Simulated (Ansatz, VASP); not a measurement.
# MgSe in VASP and in Ansatz

```
Mg Se
1.0
     0.00000    2.72464    2.72464
     2.72464    0.00000    2.72464
     2.72464    2.72464    0.00000
Mg Se
1 1
Direct
  0.00000 0.00000 0.00000
  0.50000 0.50000 0.50000
```

Alike in both runs: task single point; functional PBEsol; k mesh 8 × 8 × 8; occupations gaussian, width 0.02 eV; no spin polarisation.

|  | VASP | Ansatz |
| --- | --- | --- |
| version | VASP 6.6.1 | Ansatz 0.2.0 |
| potentials or method | VASP PAW PBE potentials, release 64 (Mg, Se), cutoff 600 eV | scalar-relativistic, plane waves, PAW |
| valence electrons in the cell | 8 | 26 |

|  | VASP | Ansatz | Ansatz less VASP |
| --- | --- | --- | --- |
| gap on the k mesh at the Fermi level (eV) | 1.76 | 1.78 | +0.014 |
| least direct gap on the mesh (eV) | 2.51 | 2.51 | 0.000 |
| pressure (GPa) | 0.0 | 0.0 | +0.04 |

VASP's potentials were made for PBE, not for PBEsol, and Ansatz warns of the same on its side. The functional is the same, so the differences come from potentials, cutoffs and numerics. VASP's potentials hold 8 valence electrons a cell and Ansatz's 26, so a difference there can come from the potentials and not from the codes.
